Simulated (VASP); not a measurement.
Write the native input for VASP 6.6.1 that does the following.

```yaml
Task: single point
Functional: LDA
Potentials_or_basis: VASP PAW LDA potentials, release 64 (Ga_d, N)
Cutoff: 600 eV
k_mesh: 10 × 6 × 8
Occupations: gaussian, width 0.02 eV
Spin: no spin polarisation
Dipole_correction: no
Further_INCAR_settings: ALGO = Normal; EDIFF = 1e-06; NBANDS = 26
```

The structure of GaN (l.eB) lies in POSCAR:

```
GaN
1.0
    3.0611126101      0.0000000000      0.0000000000
    0.0000000000      4.3290669213      0.0000000000
    0.0000000000      0.0000000000      3.2235260837
Ga N
2 2
Direct
    0.0000000000      0.0000000000      0.0000000000
    0.5000000000      0.5000000000      0.5000031000
    0.5000000000      0.2500000000      0.0000000000
    0.0000000000      0.7500000000      0.5000031000
```

One way to write it, as run:

INCAR

```
SYSTEM = GaN
PREC = Accurate
ENCUT = 600
EDIFF = 1E-6
ISMEAR = 0
SIGMA = 0.02
LREAL = .False.
LASPH = .True.
NELM = 120
ALGO = Normal
ISIF = 2
LWAVE = .False.
LCHARG = .False.
GGA = CA
NBANDS = 26
GGA_COMPAT = .False.
```

KPOINTS

```
regular mesh
0
Gamma
  10 6 8
  0 0 0
```

Potentials or basis: VASP PAW LDA potentials, release 64 (Ga_d, N).

Command:

```sh
$ cat potpaw_LDA.64/Ga_d/POTCAR potpaw_LDA.64/N/POTCAR > POTCAR
$ mpirun -np 1 vasp_std > vasp.out
```

It gave:

```
Pressure               : 9.3 GPa
Largest force          : 0.593 eV/Å
Band gap on the k mesh : 2.07 eV
```

Wall time 94 s on 1 thread of Intel(R) Xeon(R) Platinum 8488C (Sapphire Rapids), on a shared host, peak memory 0.24 GiB.
